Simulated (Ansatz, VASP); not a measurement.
Two plane-wave programs on CuO

File INCAR:

```
  ALGO = Normal
  EDIFF = 1E-8
  ENCUT = 520
  GGA = PS
  ISIF = 2
  ISMEAR = -1
  LASPH = T
  LCHARG = F
  LEFG = T
  LREAL = F
  LWAVE = F
  NBANDS = 16
  NELM = 100
  PREC = Accurate
  SIGMA = 0.05
```

File KPOINTS:

```
k-points
0
Gamma
  16 16 16
```

File POSCAR:

```
CuO
1.0
    0.0000000000      2.2618016073      2.2618016073
    2.2618016073      0.0000000000      2.2618016073
    2.2618016073      2.2618016073      0.0000000000
Cu O
1 1
Direct
    0.0000000000      0.0000000000      0.0000000000
    0.2500000000      0.2500000000      0.2500000000
```

Input for Ansatz:

```yaml
crystal:
  lattice:
    - [0.0, 2.2618016073, 2.2618016073]
    - [2.2618016073, 0.0, 2.2618016073]
    - [2.2618016073, 2.2618016073, 0.0]
  atoms:
    - { symbol: Cu, position: [0.0, 0.0, 0.0] }
    - { symbol: O, position: [0.25, 0.25, 0.25] }
kpoints:
  mp_grid: { grid: [16, 16, 16] }
  band_path:
    path:
      - [0.0, 0.0, 0.0]
      - [-0.5, -0.5, 0.0]
      - [-0.375, -0.375, 0.25]
      - [-0.375, 0.0, 0.375]
      - [0.0, 0.0, 0.0]
      - [0.0, 0.0, 0.5]
      - [-0.5, -0.25, 0.25]
      - [-0.5, -0.5, 0.0]
    npoints: 5
scf:
  occupations: { method: fermi_dirac, width: 0.05 }
hamiltonian:
  xc: pbesol
  pseudopotentials: { kind: paw }
output:
  forces: true
  stress: true
  eigenvalues: true
  efg: { contact_densities: true }
```

Alike in both runs: task electric field gradients; functional PBEsol; k mesh 16 × 16 × 16; occupations fermi-dirac, width 0.05 eV; no spin polarisation.

|  | VASP | Ansatz |
| --- | --- | --- |
| version | VASP 6.6.1 | Ansatz 0.2.0 |
| potentials or method | VASP PAW PBE potentials, release 64 (Cu, O) | PAW with Ansatz's default frozen-core files, scalar-relativistic |
| plane-wave cutoff (eV) | 520 | 420 |
| valence electrons in the cell | 17 | 25 |

Ansatz gave:

| Property | Result |
| --- | --- |
| pressure (GPa) | -7.0 |

What did VASP give for the same quantities?

Pressure (GPa): -6.4.

VASP's potentials were made for PBE, not for PBEsol. VASP's potentials hold 17 valence electrons a cell and Ansatz's 25, so a difference there can come from the potentials and not from the codes.
